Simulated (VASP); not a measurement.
# CaCo2 in VASP: a series of runs, part 2 of 2

VASP 6.6.1. Earlier steps stand in the parts before.

### 3 Single point, PBEsol, collinear spin, ferromagnetic start

This run uses another cell than the first one, of 17.43 Å³/atom.

Contents of INCAR:

```
PREC     = Accurate       # precision mode
ENCUT    = 520            # plane-wave cutoff, eV
EDIFF    = 1E-6           # SCF threshold, eV
ISMEAR   = 0              # smearing method
SIGMA    = 0.05           # smearing width, eV
LREAL    = F              # projectors in reciprocal space
LASPH    = T              # aspherical terms in the spheres
NELM     = 150            # most SCF steps
ALGO     = Normal         # electronic algorithm
ISIF     = 2              # what is computed and relaxed
LWAVE    = F              # write WAVECAR
LCHARG   = F              # write CHGCAR
ISPIN    = 2              # spin polarisation
MAGMOM   = 0 1.34 1.34    # initial moments
LORBIT   = 11             # projections on sites
LMAXMIX  = 4              # l up to which the mixer works
GGA      = PS             # functional
NBANDS   = 25             # bands
```

Contents of KPOINTS:

```
regular mesh
0
Gamma
  10 10 8
```

Contents of POSCAR:

```
CaCo2
1.0
    3.7137396510      0.0000000000      0.0000000000
   -1.8568698255      3.2486796776      0.0000000000
    0.0000000000      0.0000000000      4.3345186680
Ca Co
1 2
Direct
    0.0000000000      0.0000000000      0.0000000000
    0.3333333333      0.6666666667      0.5000000000
    0.6666666667      0.3333333333      0.5000000000
```

Potentials or basis: VASP PAW PBE potentials, release 64 (Ca_sv, Co).

Started as:

```console
$ cat potpaw_PBE.64/Ca_sv/POTCAR potpaw_PBE.64/Co/POTCAR > POTCAR
$ mpirun -np 1 vasp_std > vasp.out
```

OUTCAR:

```text
PREC = Accurate
   ENCUT = 520
   EDIFF = 1E-6
   ISMEAR = 0
   LREAL = F
   LASPH = T
   NELM = 150
   ISIF = 2
   ISPIN = 2
   LORBIT = 11
   GGA = PS

 ion  position               nearest neighbor table
   1  0.000  0.000  0.000-   2 3.05   3 3.05   2 3.05   3 3.05   3 3.05   3 3.05   2 3.05   2 3.05
                             3 3.06   3 3.06   2 3.06   2 3.06
   2  0.333  0.667  0.500-   3 2.15   3 2.15   3 2.17   1 3.05   1 3.05   1 3.05   1 3.05   1 3.06
                             1 3.06
   3  0.667  0.333  0.500-   2 2.15   2 2.15   2 2.17   1 3.05   1 3.05   1 3.05   1 3.05   1 3.06
                             1 3.06

  LATTYP: Found a base centered orthorhombic cell.
 ALAT       =     3.7137396510
 B/A-ratio  =     1.7495462703
 C/A-ratio  =     1.1671573873

  Lattice vectors:

 A1 = (   1.8568698255,  -3.2486796776,   0.0000000000)
 A2 = (   1.8568698255,   3.2486796776,   0.0000000000)
 A3 = (   0.0000000000,   0.0000000000,   4.3345186680)

Analysis of symmetry for initial positions (statically):
=====================================================================
[... 878 lines left out ...]
      4     -15.5156      1.00000
      5      -0.8552      1.00000
      6       2.7654      1.00000
[... 661 lines left out ...]
     24      14.3385      0.00000
     25      16.2800      0.00000

 [... further k-points ...]
[... 5 lines left out ...]
  --------------------------------------------------------------------------------------
  -------------------------------------------------------------------------------------
  Total        0.5172009      0.1527923      0.1624855     -0.0000000      0.0000000      0.0000000
  in kB       15.8456722      4.6811531      4.9781277     -0.0000000      0.0000000      0.0000000
  external PRESSURE =       8.5016510 kB  Pullay stress =       0.0000000 kB

 VOLUME and BASIS-vectors are now :
 -----------------------------------------------------------------------------
  energy-cutoff  :      520.00
  volume of cell :       52.29
      direct lattice vectors                 reciprocal lattice vectors
     3.713739651  0.000000000  0.000000000     0.269270357  0.153908680  0.000000000
    -1.856869826  3.248679678  0.000000000     0.000000000  0.307817359  0.000000000
     0.000000000  0.000000000  4.334518668     0.000000000  0.000000000  0.230706124

 POSITION                                       TOTAL-FORCE (eV/Angst)
 -----------------------------------------------------------------------------------
      0.00000      0.00000      0.00000        -0.000000      0.000000      0.000000
     -0.00000      2.16579      2.16726         0.000000      0.102004      0.000000
      1.85687      1.08289      2.16726         0.000000     -0.102004      0.000000
 -----------------------------------------------------------------------------------
    total drift:                               -0.000000      0.000000     -0.000000

  FREE ENERGIE OF THE ION-ELECTRON SYSTEM (eV)
  ---------------------------------------------------
  free  energy   TOTEN  =       -16.9414981831 eV

  energy  without entropy=      -16.9395087663  energy(sigma->0) =      -16.94050347

 total charge

# of ion       s       p       d       tot
------------------------------------------
    1        2.064   5.853   0.267   8.184
    2        0.581   0.405   7.336   8.322
    3        0.581   0.405   7.336   8.322
--------------------------------------------------
tot          3.226   6.664  14.938  24.828

 magnetization (x)

# of ion       s       p       d       tot
------------------------------------------
    1       -0.008  -0.013  -0.050  -0.070
    2       -0.001  -0.023   1.222   1.197
    3       -0.001  -0.023   1.222   1.197
--------------------------------------------------
tot         -0.011  -0.059   2.394   2.325
```

It took 12 min on 1 thread of Intel Xeon 8259CL, shared host; peak memory 0.41 GiB.

Results:

| Quantity | Value |
| --- | --- |
| Free energy | -16.9415 eV |
| Pressure | 0.9 GPa |
| Largest force | 0.102 eV/Å |
| Net moment | 2.14 μB per cell |
| Site moments | Ca -0.07; Co +1.20 μB |
| Valence electrons inside the program's atomic spheres | Ca 8.18; Co 8.32 |

Forces on the atoms (eV/Å):
```
Ca   0.000  0.000  0.000
Co   0.000  0.102  0.000
Co   0.000 -0.102  0.000
```

Stress tensor (GPa, compression positive):
```
1.58 0.00 0.00
0.00 0.47 0.00
0.00 0.00 0.50
```

Levels at points of the mesh, in eV from the Fermi level:
Spin up:
| k point | band 13 | band 14 | band 15 | band 16 | band 17 | band 18 |
| --- | --- | --- | --- | --- | --- | --- |
| (0.00, 0.00, 0.00) | -1.01 | -1.00 | -0.77 | 2.11 | 2.68 | 3.58 |
| (0.50, 0.00, 0.00) | -1.55 | -0.59 | -0.30 | 0.73 | 2.53 | 3.28 |
| (0.00, 0.50, 0.00) | -1.54 | -0.60 | -0.29 | 0.71 | 2.50 | 3.27 |
| (0.00, 0.00, 0.50) | -2.05 | -0.91 | -0.90 | -0.63 | 4.43 | 4.51 |
| (0.50, 0.00, 0.50) | -0.62 | -0.55 | -0.29 | 0.63 | 1.45 | 1.83 |
| (0.00, 0.50, 0.50) | -0.62 | -0.58 | -0.28 | 0.62 | 1.47 | 1.77 |
Spin down:
```tsv
k point	band 11	band 12	band 13	band 14	band 15	band 16
(0.00, 0.00, 0.00)	-1.23	-1.13	0.27	0.34	0.35	2.03
(0.50, 0.00, 0.00)	-1.33	-0.73	-0.66	0.89	0.89	1.81
(0.00, 0.50, 0.00)	-1.36	-0.72	-0.68	0.89	0.90	1.80
(0.00, 0.00, 0.50)	-1.24	-1.21	-1.17	0.46	0.51	0.52
(0.50, 0.00, 0.50)	-0.79	-0.73	-0.02	0.85	0.90	1.52
(0.00, 0.50, 0.50)	-0.83	-0.77	-0.01	0.85	0.92	1.54
```

Caveat: the PAW data sets were made with another functional, which shifts forces and pressure a little.
